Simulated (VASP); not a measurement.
# LiF (Fm-3m) in VASP: settings compared

The runs below take LiF through single point, with PBE, LDA.

Program: VASP 6.6.1. These are calculated values, not measurements. Logs are shortened: lines on timing, memory, paths and dates and some standing lists are left out, and cuts for length are marked.

### Step 1. The cell of the first run

The structure is cubic, space group Fm-3m (No. 225). The conventional cell has a = 3.990 Å, b = 3.990 Å, c = 3.990 Å, α = 90.00°, β = 90.00°, γ = 90.00°. Li (site symmetry m-3m) has 6 F at 2.00 Å within 2.6 Å. Within 2.6 Å of F (site symmetry m-3m) lie 6 Li at 2.00 Å.

### Step 2. Single point, PBE

File INCAR:

```
PREC = Accurate
ENCUT = 520
EDIFF = 1E-7
ISMEAR = 0
SIGMA = 0.01
LREAL = False
LASPH = True
NELM = 60
ALGO = Normal
ISIF = 2
LWAVE = False
LCHARG = False
GGA = PE
NBANDS = 12
```

File KPOINTS:

```
regular mesh
0
Gamma
  6 6 6
```

File POSCAR:

```
LiF
1.0
    0.0000000000      1.9951010462      1.9951010462
    1.9951010462      0.0000000000      1.9951010462
    1.9951010462      1.9951010462      0.0000000000
Li F
1 1
Direct
    0.0000000000      0.0000000000      0.0000000000
    0.5000000000      0.5000000000      0.5000000000
```

Potentials or basis: VASP PAW PBE potentials, release 64 (Li_sv, F).

Started as:

```
$ cat potpaw_PBE.64/Li_sv/POTCAR potpaw_PBE.64/F/POTCAR > POTCAR
$ mpirun -np 1 vasp_std > vasp.out
```

OUTCAR:

```text
PREC = Accurate
   ENCUT = 520
   EDIFF = 1E-7
   ISMEAR = 0
   LREAL = False
   LASPH = True
   NELM = 60
   ISIF = 2
   GGA = PE

 ion  position               nearest neighbor table
   1  0.000  0.000  0.000-   2 2.00   2 2.00   2 2.00   2 2.00   2 2.00   2 2.00
   2  0.500  0.500  0.500-   1 2.00   1 2.00   1 2.00   1 2.00   1 2.00   1 2.00

  LATTYP: Found a face centered cubic cell.
 ALAT       =     3.9902020924

  Lattice vectors:

 A1 = (   0.0000000000,   1.9951010462,   1.9951010462)
 A2 = (   1.9951010462,   0.0000000000,   1.9951010462)
 A3 = (   1.9951010462,   1.9951010462,   0.0000000000)

Analysis of symmetry for initial positions (statically):
=====================================================================
 Subroutine PRICEL returns:
 Original cell was already a primitive cell.

 Routine SETGRP: Setting up the symmetry group for a
 face centered cubic supercell.

 Subroutine GETGRP returns: Found 48 space group operations
[... 9 lines left out ...]

 Routine SETGRP: Setting up the symmetry group for a
 face centered cubic supercell.

 Subroutine GETGRP returns: Found 48 space group operations
[... 11 lines left out ...]
                                     Primitive cell

  volume of cell :      15.8827

  direct lattice vectors                    reciprocal lattice vectors
     0.000000000  1.995101046  1.995101046    -0.250613873  0.250613873  0.250613873
     1.995101046  0.000000000  1.995101046     0.250613873 -0.250613873  0.250613873
     1.995101046  1.995101046  0.000000000     0.250613873  0.250613873 -0.250613873

  length of vectors
     2.821498958  2.821498958  2.821498958     0.434075961  0.434075961  0.434075961

  position of ions in fractional coordinates (direct lattice)
     0.000000000  0.000000000  0.000000000
     0.500000000  0.500000000  0.500000000

  ion indices of the primitive-cell ions
   primitive index   ion index
                 1           1
                 2           2

----------------------------------------------------------------------------------------

 KPOINTS: regular mesh

Automatic generation of k-mesh.
 Grid dimensions read from file:
 generate k-points for:    6    6    6

 Generating k-lattice:

  Cartesian coordinates                     Fractional coordinates (reciprocal lattice)
    -0.041768979  0.041768979  0.041768979     0.166666667  0.000000000  0.000000000
     0.041768979 -0.041768979  0.041768979     0.000000000  0.166666667  0.000000000
     0.041768979  0.041768979 -0.041768979     0.000000000  0.000000000  0.166666667

  Length of vectors
     0.072345993  0.072345993  0.072345993

  Shift w.r.t. Gamma in fractional coordinates (k-lattice)
     0.000000000  0.000000000  0.000000000

 Subroutine IBZKPT returns following result:
 ===========================================

 Found     16 irreducible k-points:

 Following reciprocal coordinates:
            Coordinates               Weight
  0.000000  0.000000  0.000000      1.000000
  0.166667  0.000000  0.000000      8.000000
  0.333333  0.000000  0.000000      8.000000
  0.500000  0.000000  0.000000      4.000000
  0.166667  0.166667  0.000000      6.000000
  0.333333  0.166667  0.000000     24.000000
[... 8 lines left out ...]
 -0.333333  0.333333  0.166667     24.000000
 -0.333333  0.500000  0.166667     12.000000
   k-points           NKPTS =     16   k-points in BZ     NKDIM =     16   number of bands    NBANDS=     12
   number of dos      NEDOS =    301   number of ions     NIONS =      2
   total plane-waves  NPLWV =  13824
   dimension x,y,z NGX =    24 NGY =   24 NGZ =   24
   dimension x,y,z NGXF=    48 NGYF=   48 NGZF=   48
   ions per type =               1   1
   NGX,Y,Z   is equivalent  to a cutoff of  14.14, 14.14, 14.14 a.u.
   NGXF,Y,Z  is equivalent  to a cutoff of  28.28, 28.28, 28.28 a.u.
 SYSTEM =  unknown system
   PREC   = accura    normal or accurate (medium, high low for compatibility)
   ISTART =      0    job   : 0-new  1-cont  2-samecut
   ICHARG =      2    charge: 1-file 2-atom 10-const
   ISPIN  =      1    spin polarized calculation?
   LNONCOLLINEAR =      F non collinear calculations
   LSORBIT =      F    spin-orbit coupling
   LASPH  =      T    aspherical Exc in radial PAW
   ENCUT  =  520.0 eV  38.22 Ry    6.18 a.u.   5.25  5.25  5.25*2*pi/ulx,y,z
   NELM   =     60;   NELMIN=  2; NELMDL= -5     # of ELM steps
   EDIFF  = 0.1E-06   stopping-criterion for ELM
   LREAL  =      F    real-space projection
   EDIFFG = 0.1E-05   stopping-criterion for IOM
   NSW    =      0    number of steps for IOM
   IBRION =     -1    ionic relax: 0-MD 1-quasi-New 2-CG
   NFREE  =      0    steps in history (QN), initial steepest desc. (CG)
   ISIF   =      2    stress and relaxation
   ISYM   =      2    0-nonsym 1-usesym 2-fastsym
   POTIM  = 0.5000    time-step for ionic-motion
   TEBEG  =    0.0;   TEEND  =   0.0 temperature during run
   PSTRESS=    0.0 pullay stress
   NELECT =      10.0000    total number of electrons
   NUPDOWN=      -1.0000    fix difference up-down
   EMIN   =  10.00;   EMAX   =-10.00  energy-range for DOS
   EFERMI =   0.00;   METHOD = LEGACY
   ISMEAR =     0;   SIGMA  =   0.01  broadening in eV -4-tet -1-fermi 0-gaus
   EFERMI_NEDOS =   21; number of points for ismear=-14 and -15
   IALGO  =     38    algorithm
   IMIX   =      4    mixing-type and parameters
     AMIX     =   0.40;   BMIX     =  1.00
     AMIX_MAG =   1.60;   BMIX_MAG =  1.00
  volume/ion in A,a.u.               =       7.94        53.59
  Fermi-wavevector in a.u.,A,eV,Ry     =   1.403137  2.651544 26.787044  1.968792
  Thomas-Fermi vector in A             =   2.525829
   LORBIT       =      0    0 simple, 1 ext, 2 COOP (PROOUT), +10 PAW based schemes
   GGA     = PE    functional components
   LHFCALC =     F    Hartree Fock is set to
   AEXX    =    0.0000 exact exchange contribution
   IVDW    =     0    specifies the selected vdW correction
   LEPSILON=     F    determine dielectric tensor
   LRPA    =     F    only Hartree local field effects (RPA)
 non-spin polarized calculation
 Gauss-broadening in eV      SIGMA  =   0.01
  energy-cutoff  :      520.00
  volume of cell :       15.88
 maximum number of plane-waves:       444
 NGX is ok and might be reduce to    24
   NGX = 11   NGY = 11   NGZ = 11

 number of electron      10.0000000 magnetization

 number of electron       9.9999997 magnetization

 Free energy of the ion-electron system (eV)
  ---------------------------------------------------
  ext. energy  EPLUGINS =         0.00000000
  ---------------------------------------------------
  free energy    TOTEN  =        -9.62839536 eV

  energy without entropy =       -9.62839536  energy(sigma->0) =       -9.62839536

 E-fermi :  -0.6555     XC(G=0): -10.1211

 val. band max:       -0.8443094878   @ k =   0.0000   0.0000   0.0000
 cond. band min:       8.5045463913   @ k =   0.0000   0.0000   0.0000
 fundamental gap:      9.3488558791
 Fermi energy:        -0.6554570299

 k-point     1 :       0.0000    0.0000    0.0000
  band No.  band energies     occupation
      1     -41.7029      2.00000
      2     -20.8971      2.00000
      3      -0.8443      2.00000
      4      -0.8443      2.00000
      5      -0.8443      2.00000
      6       8.5045      0.00000
      7      23.5001      0.00000
      8      23.5001      0.00000
      9      23.5001      0.00000
     10      23.7602      0.00000
     11      23.7602      0.00000
     12      23.7602      0.00000

 k-point     2 :       0.1667    0.0000    0.0000
  band No.  band energies     occupation
      1     -41.6865      2.00000
      2     -20.7898      2.00000
      3      -1.5894      2.00000
      4      -0.9065      2.00000
      5      -0.9065      2.00000
      6       9.2102      0.00000
      7      18.9487      0.00000
      8      21.1547      0.00000
      9      21.1547      0.00000
     10      25.5605      0.00000
     11      25.7179      0.00000
     12      25.7179      0.00000

 k-point     3 :       0.3333    0.0000    0.0000
  band No.  band energies     occupation
      1     -41.6535      2.00000
      2     -20.5623      2.00000
      3      -2.8708      2.00000
      4      -1.0252      2.00000
      5      -1.0252      2.00000
      6      10.0350      0.00000
      7      16.5195      0.00000
      8      19.0528      0.00000
      9      19.0528      0.00000
     10      27.8617      0.00000
     11      28.5741      0.00000
     12      28.5741      0.00000

 k-point     4 :       0.5000    0.0000    0.0000
  band No.  band energies     occupation
      1     -41.6371      2.00000
      2     -20.4419      2.00000
      3      -3.4472      2.00000
      4      -1.0818      2.00000
      5      -1.0818      2.00000
      6      10.0786      0.00000
      7      16.2338      0.00000
      8      18.2779      0.00000
      9      18.2779      0.00000
     10      30.0323      0.00000
     11      30.6827      0.00000
     12      30.6827      0.00000

 k-point     5 :       0.1667    0.1667    0.0000
  band No.  band energies     occupation
      1     -41.6814      2.00000
      2     -20.7471      2.00000
      3      -1.5591      2.00000
      4      -1.1126      2.00000
      5      -1.1126      2.00000
      6       9.6073      0.00000
      7      19.8592      0.00000
      8      20.6571      0.00000
      9      20.7265      0.00000
     10      20.7265      0.00000
     11      29.0552      0.00000
     12      29.0552      0.00000

 k-point     6 :       0.3333    0.1667    0.0000
  band No.  band energies     occupation
      1     -41.6546      2.00000
      2     -20.5427      2.00000
      3      -2.5910      2.00000
      4      -1.3443      2.00000
      5      -1.3041      2.00000
      6      10.7886      0.00000
      7      16.6506      0.00000
      8      19.0483      0.00000
      9      19.6157      0.00000
     10      22.8403      0.00000
     11      31.0648      0.00000
     12      31.2457      0.00000

 k-point     7 :       0.5000    0.1667    0.0000
  band No.  band energies     occupation
      1     -41.6328      2.00000
      2     -20.3722      2.00000
      3      -3.3018      2.00000
      4      -1.6926      2.00000
      5      -1.2946      2.00000
      6      11.2213      0.00000
      7      15.5564      0.00000
      8      18.4473      0.00000
      9      18.6706      0.00000
     10      26.0281      0.00000
     11      31.4333      0.00000
     12      31.8749      0.00000

 k-point     8 :      -0.3333    0.1667    0.0000
  band No.  band energies     occupation
      1     -41.6380      2.00000
      2     -20.4207      2.00000
      3      -3.0615      2.00000
      4      -1.8258      2.00000
      5      -1.0952      2.00000
      6      11.0639      0.00000
      7      15.4728      0.00000
      8      18.7154      0.00000
      9      18.8212      0.00000
     10      28.5368      0.00000
     11      28.9510      0.00000
     12      29.3462      0.00000
[... 46 lines left out ...]
 k-point    12 :      -0.3333    0.3333    0.0000
  band No.  band energies     occupation
      1     -41.6235      2.00000
      2     -20.2509      2.00000
      3      -3.0813      2.00000
      4      -2.6961      2.00000
      5      -1.4361      2.00000
      6      12.9697      0.00000
      7      14.4428      0.00000
      8      18.3947      0.00000
      9      18.8672      0.00000
     10      24.8557      0.00000
     11      31.8450      0.00000
     12      32.0648      0.00000

 k-point    13 :       0.5000    0.5000    0.0000
  band No.  band energies     occupation
      1     -41.6203      2.00000
      2     -20.1558      2.00000
      3      -3.9727      2.00000
      4      -1.8843      2.00000
      5      -1.8843      2.00000
      6      14.2355      0.00000
      7      15.7622      0.00000
      8      16.9524      0.00000
      9      19.7301      0.00000
     10      19.7301      0.00000
     11      33.0829      0.00000
     12      37.9107      0.00000

 k-point    14 :       0.5000    0.3333    0.1667
  band No.  band energies     occupation
      1     -41.6338      2.00000
      2     -20.3510      2.00000
      3      -3.0300      2.00000
      4      -2.1480      2.00000
      5      -1.3836      2.00000
      6      12.1933      0.00000
      7      15.2708      0.00000
      8      18.2829      0.00000
      9      19.1183      0.00000
     10      23.9943      0.00000
     11      30.4037      0.00000
     12      34.2638      0.00000

 k-point    15 :      -0.3333    0.3333    0.1667
  band No.  band energies     occupation
      1     -41.6235      2.00000
      2     -20.2509      2.00000
      3      -3.1444      2.00000
      4      -2.5812      2.00000
      5      -1.4949      2.00000
      6      12.9043      0.00000
      7      14.7698      0.00000
      8      17.9801      0.00000
      9      18.7347      0.00000
     10      26.7755      0.00000
     11      27.5944      0.00000
     12      35.1216      0.00000

 k-point    16 :      -0.3333    0.5000    0.1667
  band No.  band energies     occupation
      1     -41.6193      2.00000
      2     -20.1775      2.00000
      3      -3.5073      2.00000
      4      -2.4702      2.00000
      5      -1.7224      2.00000
      6      14.2870      0.00000
      7      14.7890      0.00000
      8      16.8944      0.00000
      9      18.9979      0.00000
     10      23.4484      0.00000
     11      31.2186      0.00000
     12      33.6563      0.00000

------------------------ aborting loop because EDIFF is reached ----------------------------------------

  FORCE on cell =-STRESS in cart. coord.  units (eV):
  Direction    XX          YY          ZZ          XY          YZ          ZX
  --------------------------------------------------------------------------------------
  -------------------------------------------------------------------------------------
  Total        0.3926387      0.3926387      0.3926387     -0.0000000     -0.0000000     -0.0000000
  in kB       39.6076401     39.6076401     39.6076401     -0.0000000     -0.0000000     -0.0000000
  external PRESSURE =      39.6076401 kB  Pullay stress =       0.0000000 kB

 VOLUME and BASIS-vectors are now :
 -----------------------------------------------------------------------------
  energy-cutoff  :      520.00
  volume of cell :       15.88
      direct lattice vectors                 reciprocal lattice vectors
     0.000000000  1.995101046  1.995101046    -0.250613873  0.250613873  0.250613873
     1.995101046  0.000000000  1.995101046     0.250613873 -0.250613873  0.250613873
     1.995101046  1.995101046  0.000000000     0.250613873  0.250613873 -0.250613873

 POSITION                                       TOTAL-FORCE (eV/Angst)
 -----------------------------------------------------------------------------------
      0.00000      0.00000      0.00000         0.000000      0.000000     -0.000000
      1.99510      1.99510      1.99510        -0.000000     -0.000000      0.000000
 -----------------------------------------------------------------------------------
    total drift:                               -0.000000     -0.000000      0.000000

  FREE ENERGIE OF THE ION-ELECTRON SYSTEM (eV)
  ---------------------------------------------------
  free  energy   TOTEN  =        -9.6283953562 eV

  energy  without entropy=       -9.6283953562  energy(sigma->0) =       -9.62839536
```

It took 4.3 s on 1 thread of Intel Xeon Platinum 8375C at 2.90GHz (Ice Lake), shared host; peak memory 0.13 GiB.

What came out:

| Item | Value |
| --- | --- |
| Free energy | -9.6284 eV |
| Band gap on the k mesh | 9.35 eV, direct |

Caveat: the k points lie up to 0.45 Å⁻¹ apart; the cutoff is under 1.25 times the usual one of these potentials, so pressure, stress and relaxed cells hold a basis-set (Pulay) error. Expect the measured gap to be larger: semilocal functionals such as PBE lack the derivative discontinuity.

[end of part 1 of 2]
